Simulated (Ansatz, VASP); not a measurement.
**Two plane-wave programs on Cl**

```
CELL_PARAMETERS angstrom
2.22376 1.28389 4.63273
-2.22376 1.28389 4.63273
0.00000 -2.56777 4.63273
ATOMIC_POSITIONS crystal
Cl 0.07233 0.07233 0.07233
Cl 0.92767 0.92767 0.92767
```

Alike in both runs: functional PBE; k mesh 9 × 9 × 9; occupations gaussian, width 0.02 eV; no spin polarisation.

Ansatz relaxed the structure, and its values are those at the end. VASP's run is a single point on that final structure, the one shown.

|  | VASP | Ansatz |
| --- | --- | --- |
| version | VASP 6.6.1 | Ansatz 0.2.0 |
| potentials or method | VASP PAW PBE potentials, release 64 (Cl), cutoff 520 eV | scalar-relativistic, plane waves, PAW |
| valence electrons in the cell | 14 | 14 |

|  | VASP | Ansatz | Ansatz less VASP |
| --- | --- | --- | --- |
| gap on the k mesh at the Fermi level (eV) | 2.13 | 2.08 | -0.046 |
| least direct gap on the mesh (eV) | 2.15 | 2.11 | -0.046 |
| pressure (GPa) | -0.3 | 0.0 | +0.29 |
| rms of the force components (eV/Å) | 0.108 | 0.001 | -0.1069 |

The functional is the same, so the differences come from potentials, cutoffs and numerics.
